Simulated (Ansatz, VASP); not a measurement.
## One calculation of Se, two programs

```
CELL_PARAMETERS angstrom
2.81789 -3.99358 0.00000
2.81789 3.99358 0.00000
0.00000 0.00000 4.03204
ATOMIC_POSITIONS crystal
Se 0.25000 0.75000 0.50000
Se 0.75000 0.25000 0.50000
Se 0.50000 0.50000 0.00000
Se 0.00000 0.00000 0.00000
```

Alike in both runs: functional PBE; k mesh 10 × 10 × 12; occupations gaussian, width 0.1 eV; no spin polarisation.

Ansatz relaxed the structure, and its values are those at the end. VASP's run is a single point on that final structure, the one shown.

|  | VASP | Ansatz |
| --- | --- | --- |
| version | VASP 6.6.1 | Ansatz 0.2.0 |
| potentials or method | VASP PAW PBE potentials, release 64 (Se), cutoff 520 eV | scalar-relativistic, plane waves, PAW |
| valence electrons in the cell | 24 | 64 |

```csv
,VASP,Ansatz,Ansatz less VASP
gap on the k mesh at the Fermi level (eV),none,none,-
pressure (GPa),0.0,0.0,-0.02
```

A gap of «none» marks a metal or a gap that the smearing closes. VASP's potentials hold 24 valence electrons a cell and Ansatz's 64, so a difference there can come from the potentials and not from the codes.
